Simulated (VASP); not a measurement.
# TePb (Fm-3m) in VASP: notebook

TePb is run at these levels: PBE; tasks: single point.

Everything below comes from runs of VASP 6.6.1. Logs are shortened: lines on timing, memory, paths and dates and some standing lists are left out, and cuts for length are marked.

## 1. The cell of the first run

Symmetry: Fm-3m, No. 225, cubic system. Conventional cell: a = 6.536 Å, b = 6.536 Å, c = 6.536 Å, α = 90.00°, β = 90.00°, γ = 90.00°. Within 4.3 Å of Pb (site symmetry m-3m) lie 6 Te at 3.27 Å. Te (site symmetry m-3m) has 6 Pb at 3.27 Å within 4.3 Å.

## 2. Single point, PBE

The input, INCAR:

```
SYSTEM = TePb
ALGO     = Normal         ! electronic algorithm
EDIFF    = 1E-7           ! SCF threshold, eV
ENCUT    = 520            ! plane-wave cutoff, eV
GGA      = PE             ! functional
ISIF     = 2              ! what is computed and relaxed
ISMEAR   = 0              ! smearing method
LASPH    = .TRUE.         ! aspherical terms in the spheres
LCHARG   = .FALSE.        ! write CHGCAR
LREAL    = .FALSE.        ! projectors in reciprocal space
LWAVE    = .FALSE.        ! write WAVECAR
NBANDS   = 17             ! bands
NELM     = 60             ! most SCF steps
PREC     = Accurate       ! precision mode
SIGMA    = 0.01           ! smearing width, eV
```

The input, KPOINTS:

```
k-points
0
G
  2 2 2
  0 0 0
```

The input, POSCAR:

```
TePb
1.0
    0.0000000000      3.2678368418      3.2678368418
    3.2678368418      0.0000000000      3.2678368418
    3.2678368418      3.2678368418      0.0000000000
Pb Te
1 1
Direct
    0.0000000000      0.0000000000      0.0000000000
    0.5000000000      0.5000000000      0.5000000000
```

Potentials or basis: VASP PAW PBE potentials, release 64 (Pb_d, Te).

Run with:

```sh
cat potpaw_PBE.64/Pb_d/POTCAR potpaw_PBE.64/Te/POTCAR > POTCAR
mpirun -np 1 vasp_std > vasp.out
```

OUTCAR:

```text
SYSTEM = TePb
   EDIFF = 1E-7
   ENCUT = 520
   GGA = PE
   ISIF = 2
   ISMEAR = 0
   LASPH = .TRUE.
   LREAL = .FALSE.
   NELM = 60
   PREC = Accurate

 ion  position               nearest neighbor table
   1  0.000  0.000  0.000-   2 3.27   2 3.27   2 3.27   2 3.27   2 3.27   2 3.27
   2  0.500  0.500  0.500-   1 3.27   1 3.27   1 3.27   1 3.27   1 3.27   1 3.27

  LATTYP: Found a face centered cubic cell.
 ALAT       =     6.5356736836

  Lattice vectors:

 A1 = (   0.0000000000,   3.2678368418,   3.2678368418)
 A2 = (   3.2678368418,   0.0000000000,   3.2678368418)
 A3 = (   3.2678368418,   3.2678368418,   0.0000000000)

Analysis of symmetry for initial positions (statically):
=====================================================================
 Subroutine PRICEL returns:
 Original cell was already a primitive cell.

 Routine SETGRP: Setting up the symmetry group for a
 face centered cubic supercell.

 Subroutine GETGRP returns: Found 48 space group operations
 (whereof 48 operations were pure point group operations)
 out of a pool of 48 trial point group operations.

The static configuration has the point symmetry O_h .

Analysis of symmetry for dynamics (positions and initial velocities):
=====================================================================
 Subroutine PRICEL returns:
 Original cell was already a primitive cell.

 Routine SETGRP: Setting up the symmetry group for a
 face centered cubic supercell.

 Subroutine GETGRP returns: Found 48 space group operations
 (whereof 48 operations were pure point group operations)
 out of a pool of 48 trial point group operations.

The dynamic configuration has the point symmetry O_h .

 Subroutine INISYM returns: Found 48 space group operations
 (whereof 48 operations are pure point group operations),
 and found     1 'primitive' translations

----------------------------------------------------------------------------------------

                                     Primitive cell

  volume of cell :      69.7929

  direct lattice vectors                    reciprocal lattice vectors
     0.000000000  3.267836842  3.267836842    -0.153006415  0.153006415  0.153006415
     3.267836842  0.000000000  3.267836842     0.153006415 -0.153006415  0.153006415
     3.267836842  3.267836842  0.000000000     0.153006415  0.153006415 -0.153006415

  length of vectors
     4.621419181  4.621419181  4.621419181     0.265014885  0.265014885  0.265014885

  position of ions in fractional coordinates (direct lattice)
     0.000000000  0.000000000  0.000000000
     0.500000000  0.500000000  0.500000000

  ion indices of the primitive-cell ions
   primitive index   ion index
                 1           1
                 2           2

----------------------------------------------------------------------------------------

 KPOINTS: k-points

Automatic generation of k-mesh.
 Grid dimensions read from file:
 generate k-points for:    2    2    2

 Generating k-lattice:

  Cartesian coordinates                     Fractional coordinates (reciprocal lattice)
    -0.076503208  0.076503208  0.076503208     0.500000000  0.000000000  0.000000000
     0.076503208 -0.076503208  0.076503208     0.000000000  0.500000000  0.000000000
     0.076503208  0.076503208 -0.076503208     0.000000000  0.000000000  0.500000000

  Length of vectors
     0.132507442  0.132507442  0.132507442

  Shift w.r.t. Gamma in fractional coordinates (k-lattice)
     0.000000000  0.000000000  0.000000000

 Subroutine IBZKPT returns following result:
 ===========================================

 Found      3 irreducible k-points:

 Following reciprocal coordinates:
            Coordinates               Weight
  0.000000  0.000000  0.000000      1.000000
  0.500000  0.000000  0.000000      4.000000
  0.500000  0.500000  0.000000      3.000000
   k-points           NKPTS =      3   k-points in BZ     NKDIM =      3   number of bands    NBANDS=     17
   number of dos      NEDOS =    301   number of ions     NIONS =      2
   total plane-waves  NPLWV =  46656
   dimension x,y,z NGX =    36 NGY =   36 NGZ =   36
   dimension x,y,z NGXF=    72 NGYF=   72 NGZF=   72
   ions per type =               1   1
   NGX,Y,Z   is equivalent  to a cutoff of  12.95, 12.95, 12.95 a.u.
   NGXF,Y,Z  is equivalent  to a cutoff of  25.90, 25.90, 25.90 a.u.
 SYSTEM =  TePb
   PREC   = accura    normal or accurate (medium, high low for compatibility)
   ISTART =      0    job   : 0-new  1-cont  2-samecut
   ICHARG =      2    charge: 1-file 2-atom 10-const
   ISPIN  =      1    spin polarized calculation?
   LNONCOLLINEAR =      F non collinear calculations
   LSORBIT =      F    spin-orbit coupling
   LASPH  =      T    aspherical Exc in radial PAW
   ENCUT  =  520.0 eV  38.22 Ry    6.18 a.u.   8.59  8.59  8.59*2*pi/ulx,y,z
   NELM   =     60;   NELMIN=  2; NELMDL= -5     # of ELM steps
   EDIFF  = 0.1E-06   stopping-criterion for ELM
   LREAL  =      F    real-space projection
   EDIFFG = 0.1E-05   stopping-criterion for IOM
   NSW    =      0    number of steps for IOM
   IBRION =     -1    ionic relax: 0-MD 1-quasi-New 2-CG
   NFREE  =      0    steps in history (QN), initial steepest desc. (CG)
   ISIF   =      2    stress and relaxation
   ISYM   =      2    0-nonsym 1-usesym 2-fastsym
   POTIM  = 0.5000    time-step for ionic-motion
   TEBEG  =    0.0;   TEEND  =   0.0 temperature during run
   PSTRESS=    0.0 pullay stress
   NELECT =      20.0000    total number of electrons
   NUPDOWN=      -1.0000    fix difference up-down
   EMIN   =  10.00;   EMAX   =-10.00  energy-range for DOS
   EFERMI =   0.00;   METHOD = LEGACY
   ISMEAR =     0;   SIGMA  =   0.01  broadening in eV -4-tet -1-fermi 0-gaus
   EFERMI_NEDOS =   21; number of points for ismear=-14 and -15
   IALGO  =     38    algorithm
   IMIX   =      4    mixing-type and parameters
     AMIX     =   0.40;   BMIX     =  1.00
     AMIX_MAG =   1.60;   BMIX_MAG =  1.00
  volume/ion in A,a.u.               =      34.90       235.49
  Fermi-wavevector in a.u.,A,eV,Ry     =   1.079314  2.039608 15.849680  1.164919
  Thomas-Fermi vector in A             =   2.215276
   LORBIT       =      0    0 simple, 1 ext, 2 COOP (PROOUT), +10 PAW based schemes
   GGA     = PE    functional components
   LHFCALC =     F    Hartree Fock is set to
   AEXX    =    0.0000 exact exchange contribution
   IVDW    =     0    specifies the selected vdW correction
   LEPSILON=     F    determine dielectric tensor
   LRPA    =     F    only Hartree local field effects (RPA)
 non-spin polarized calculation
 Gauss-broadening in eV      SIGMA  =   0.01
  energy-cutoff  :      520.00
  volume of cell :       69.79
 maximum number of plane-waves:      1893
 NGX is ok and might be reduce to    36
   NGX = 17   NGY = 17   NGZ = 17

 number of electron      20.0000002 magnetization

 Free energy of the ion-electron system (eV)
  ---------------------------------------------------
  ext. energy  EPLUGINS =         0.00000000
  ---------------------------------------------------
  free energy    TOTEN  =        -5.95152575 eV

  energy without entropy =       -5.95152575  energy(sigma->0) =       -5.95152575

 E-fermi :   5.4889     XC(G=0):  -9.0670

 val. band max:        5.3906228150   @ k =   0.5000   0.0000   0.0000
 cond. band min:       6.0445422403   @ k =   0.5000   0.0000   0.0000
 fundamental gap:      0.6539194253
 Fermi energy:         5.4889100709

 k-point     1 :       0.0000    0.0000    0.0000
  band No.  band energies     occupation
      1     -11.7822      2.00000
      2     -11.7822      2.00000
      3     -11.7822      2.00000
      4     -11.7786      2.00000
      5     -11.7786      2.00000
      6      -6.3001      2.00000
      7      -0.4168      2.00000
      8       4.2457      2.00000
      9       4.2457      2.00000
     10       4.2457      2.00000
     11       9.2213      0.00000
     12       9.2213      0.00000
     13       9.2213      0.00000
     14      11.1634      0.00000
     15      11.1634      0.00000
     16      11.1634      0.00000
     17      12.7373      0.00000

 k-point     2 :       0.5000    0.0000    0.0000
  band No.  band energies     occupation
      1     -11.7916      2.00000
      2     -11.7916      2.00000
      3     -11.7797      2.00000
      4     -11.7661      2.00000
      5     -11.7661      2.00000
      6      -4.7279      2.00000
      7      -3.3650      2.00000
      8       4.7643      2.00000
      9       4.7643      2.00000
     10       5.3906      2.00000
     11       6.0445      0.00000
     12       6.4751      0.00000
     13       6.4751      0.00000
     14      13.7354      0.00000
     15      14.3963      0.00000
     16      14.5760      0.00000
     17      14.5760      0.00000

 k-point     3 :       0.5000    0.5000    0.0000
  band No.  band energies     occupation
      1     -11.8223      2.00000
      2     -11.7902      2.00000
      3     -11.7693      2.00000
      4     -11.7607      2.00000
      5     -11.7607      2.00000
      6      -4.5846      2.00000
      7      -2.1561      2.00000
      8       1.1107      2.00000
      9       2.7841      2.00000
     10       2.7841      2.00000
     11       8.7126      0.00000
     12      10.6370      0.00000
     13      10.6370      0.00000
     14      11.9306      0.00000
     15      15.3848      0.00000
     16      16.0145      0.00000
     17      16.1781      0.00000

------------------------ aborting loop because EDIFF is reached ----------------------------------------

  FORCE on cell =-STRESS in cart. coord.  units (eV):
  Direction    XX          YY          ZZ          XY          YZ          ZX
  --------------------------------------------------------------------------------------
  -------------------------------------------------------------------------------------
  Total        3.1161986      3.1161986      3.1161986      0.0000000      0.0000000     -0.0000000
  in kB       71.5359950     71.5359950     71.5359950      0.0000000      0.0000000     -0.0000000
  external PRESSURE =      71.5359950 kB  Pullay stress =       0.0000000 kB

 VOLUME and BASIS-vectors are now :
 -----------------------------------------------------------------------------
  energy-cutoff  :      520.00
  volume of cell :       69.79
      direct lattice vectors                 reciprocal lattice vectors
     0.000000000  3.267836842  3.267836842    -0.153006415  0.153006415  0.153006415
     3.267836842  0.000000000  3.267836842     0.153006415 -0.153006415  0.153006415
     3.267836842  3.267836842  0.000000000     0.153006415  0.153006415 -0.153006415

 POSITION                                       TOTAL-FORCE (eV/Angst)
 -----------------------------------------------------------------------------------
      0.00000      0.00000      0.00000        -0.000000     -0.000000      0.000000
      3.26784      3.26784      3.26784         0.000000      0.000000     -0.000000
 -----------------------------------------------------------------------------------
    total drift:                               -0.000000      0.000000      0.000000

  FREE ENERGIE OF THE ION-ELECTRON SYSTEM (eV)
  ---------------------------------------------------
  free  energy   TOTEN  =        -5.9515257523 eV

  energy  without entropy=       -5.9515257523  energy(sigma->0) =       -5.95152575
```

Run time: 4.6 s. Hardware: 1 thread of Intel Xeon 6975P-C (Granite Rapids), shared host; peak memory 0.19 GiB.

Results:

```yaml
Free_energy: -5.9515 eV
Pressure: 7.2 GPa
Band_gap_on_the_k_mesh: 0.65 eV, direct
```

Caveat: the k points lie up to 0.83 Å⁻¹ apart; spin-orbit coupling is left out, which moves the levels of the heavy elements. A k mesh can miss the band edges.

## 3. Single point, PBE

The input, INCAR:

```
SYSTEM = TePb
PREC     = Accurate       ! precision mode
ENCUT    = 520            ! plane-wave cutoff, eV
EDIFF    = 1E-7           ! SCF threshold, eV
ISMEAR   = 0              ! smearing method
SIGMA    = 0.01           ! smearing width, eV
LREAL    = .False.        ! projectors in reciprocal space
LASPH    = .True.         ! aspherical terms in the spheres
NELM     = 80             ! most SCF steps
ALGO     = Normal         ! electronic algorithm
ISIF     = 2              ! what is computed and relaxed
LWAVE    = .False.        ! write WAVECAR
LCHARG   = .True.         ! write CHGCAR
GGA      = PE             ! functional
LELF     = .True.         ! ELF
LVHAR    = .True.       
NBANDS   = 17             ! bands
```

The input, KPOINTS:

```
Automatic mesh
0
Gamma
  6 6 6
  0 0 0
```

POSCAR is that of step 2.

Potentials or basis: VASP PAW PBE potentials, release 64 (Pb_d, Te).

Run with:

```sh
cat potpaw_PBE.64/Pb_d/POTCAR potpaw_PBE.64/Te/POTCAR > POTCAR
mpirun -np 1 vasp_std > vasp.out
```

OUTCAR:

```text
SYSTEM = TePb
   PREC = Accurate
   ENCUT = 520
   EDIFF = 1E-7
   ISMEAR = 0
   LREAL = .False.
   LASPH = .True.
   NELM = 80
   ISIF = 2
   GGA = PE

 ion  position               nearest neighbor table
   1  0.000  0.000  0.000-   2 3.27   2 3.27   2 3.27   2 3.27   2 3.27   2 3.27
   2  0.500  0.500  0.500-   1 3.27   1 3.27   1 3.27   1 3.27   1 3.27   1 3.27

  LATTYP: Found a face centered cubic cell.
 ALAT       =     6.5356736836

  Lattice vectors:

 A1 = (   0.0000000000,   3.2678368418,   3.2678368418)
 A2 = (   3.2678368418,   0.0000000000,   3.2678368418)
 A3 = (   3.2678368418,   3.2678368418,   0.0000000000)

Analysis of symmetry for initial positions (statically):
=====================================================================
 Subroutine PRICEL returns:
 Original cell was already a primitive cell.

 Routine SETGRP: Setting up the symmetry group for a
 face centered cubic supercell.

 Subroutine GETGRP returns: Found 48 space group operations
 (whereof 48 operations were pure point group operations)
 out of a pool of 48 trial point group operations.

The static configuration has the point symmetry O_h .

Analysis of symmetry for dynamics (positions and initial velocities):
=====================================================================
 Subroutine PRICEL returns:
 Original cell was already a primitive cell.

 Routine SETGRP: Setting up the symmetry group for a
 face centered cubic supercell.

 Subroutine GETGRP returns: Found 48 space group operations
 (whereof 48 operations were pure point group operations)
 out of a pool of 48 trial point group operations.

The dynamic configuration has the point symmetry O_h .

 Subroutine INISYM returns: Found 48 space group operations
 (whereof 48 operations are pure point group operations),
 and found     1 'primitive' translations

----------------------------------------------------------------------------------------

[... 102 lines left out ...]
     AMIX     =   0.40;   BMIX     =  1.00
     AMIX_MAG =   1.60;   BMIX_MAG =  1.00
  volume/ion in A,a.u.               =      34.90       235.49
  Fermi-wavevector in a.u.,A,eV,Ry     =   1.079314  2.039608 15.849680  1.164919
  Thomas-Fermi vector in A             =   2.215276
   LORBIT       =      0    0 simple, 1 ext, 2 COOP (PROOUT), +10 PAW based schemes
   GGA     = PE    functional components
   LHFCALC =     F    Hartree Fock is set to
   AEXX    =    0.0000 exact exchange contribution
   IVDW    =     0    specifies the selected vdW correction
   LEPSILON=     F    determine dielectric tensor
   LRPA    =     F    only Hartree local field effects (RPA)
 non-spin polarized calculation
 Gauss-broadening in eV      SIGMA  =   0.01
  energy-cutoff  :      520.00
  volume of cell :       69.79
 maximum number of plane-waves:      1895
 NGX is ok and might be reduce to    36
   NGX = 17   NGY = 17   NGZ = 17

 number of electron      20.0000002 magnetization

 Free energy of the ion-electron system (eV)
  ---------------------------------------------------
  ext. energy  EPLUGINS =         0.00000000
  ---------------------------------------------------
  free energy    TOTEN  =        -7.52184226 eV

  energy without entropy =       -7.52184226  energy(sigma->0) =       -7.52184226

 E-fermi :   5.2336     XC(G=0):  -9.1483

 val. band max:        5.1867897806   @ k =   0.5000   0.0000   0.0000
 cond. band min:       5.9903175685   @ k =   0.5000   0.0000   0.0000
 fundamental gap:      0.8035277879
 Fermi energy:         5.2335502913

 k-point     1 :       0.0000    0.0000    0.0000
  band No.  band energies     occupation
      1     -11.4791      2.00000
      2     -11.4791      2.00000
      3     -11.4724      2.00000
      4     -11.4724      2.00000
      5     -11.4724      2.00000
      6      -6.5496      2.00000
[... 297 lines left out ...]
      4     -11.4579      2.00000
      5     -11.4499      2.00000
      6      -4.8808      2.00000
[... 9 lines left out ...]
     16      15.7784      0.00000
     17      16.5853      0.00000

------------------------ aborting loop because EDIFF is reached ----------------------------------------

  FORCE on cell =-STRESS in cart. coord.  units (eV):
  Direction    XX          YY          ZZ          XY          YZ          ZX
  --------------------------------------------------------------------------------------
  -------------------------------------------------------------------------------------
  Total        0.2532269      0.2532269      0.2532269      0.0000000      0.0000000     -0.0000000
  in kB        5.8131194      5.8131194      5.8131194      0.0000000      0.0000000     -0.0000000
  external PRESSURE =       5.8131194 kB  Pullay stress =       0.0000000 kB

 VOLUME and BASIS-vectors are now :
 -----------------------------------------------------------------------------
  energy-cutoff  :      520.00
  volume of cell :       69.79
      direct lattice vectors                 reciprocal lattice vectors
     0.000000000  3.267836842  3.267836842    -0.153006415  0.153006415  0.153006415
     3.267836842  0.000000000  3.267836842     0.153006415 -0.153006415  0.153006415
     3.267836842  3.267836842  0.000000000     0.153006415  0.153006415 -0.153006415

 POSITION                                       TOTAL-FORCE (eV/Angst)
 -----------------------------------------------------------------------------------
      0.00000      0.00000      0.00000         0.000000      0.000000     -0.000000
      3.26784      3.26784      3.26784         0.000000      0.000000      0.000000
 -----------------------------------------------------------------------------------
    total drift:                               -0.000000      0.000000      0.000000

  FREE ENERGIE OF THE ION-ELECTRON SYSTEM (eV)
  ---------------------------------------------------
  free  energy   TOTEN  =        -7.5218422562 eV

  energy  without entropy=       -7.5218422562  energy(sigma->0) =       -7.52184226
```

It took 9.6 s on 1 thread of Intel Xeon 6975P-C (Granite Rapids), shared host; peak memory 0.2 GiB.

What came out:

| Item | Value |
| --- | --- |
| Free energy | -7.5218 eV |
| Pressure | 0.6 GPa |
| Band gap on the k mesh | 0.80 eV, direct |

Caveat: spin-orbit coupling is left out, which moves the levels of the heavy elements. A k mesh can miss the band edges.
